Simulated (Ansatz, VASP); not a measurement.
## K in VASP and in Ansatz

```
CELL_PARAMETERS angstrom
4.86385 0.00000 0.00000
0.00000 4.86385 0.00000
0.00000 0.00000 3.20479
ATOMIC_POSITIONS crystal
K 0.00000 0.00000 0.00000
```

Alike in both runs: task single point; functional r2SCAN; k mesh 12 × 12 × 12; occupations gaussian, width 0.15 eV; no spin polarisation.

|  | VASP | Ansatz |
| --- | --- | --- |
| version | VASP 6.6.1 | Ansatz 0.2.0 |
| potentials or method | VASP PAW PBE potentials, release 64 (K_sv), cutoff 520 eV | scalar-relativistic, plane waves, PAW |
| valence electrons in the cell | 9 | 9 |

|  | VASP | Ansatz | Ansatz less VASP |
| --- | --- | --- | --- |
| gap on the k mesh at the Fermi level (eV) | none | none | - |
| pressure (GPa) | 0.7 | 0.7 | +0.01 |
| traceless stress, the component that is largest in VASP (GPa) | 3.56 | 3.55 | -0.009 |

VASP's potentials were made for PBE, not for r2SCAN. A gap of «none» marks a metal or a gap that the smearing closes. With one functional, cell and mesh, what is left measures potentials, basis and numerics.
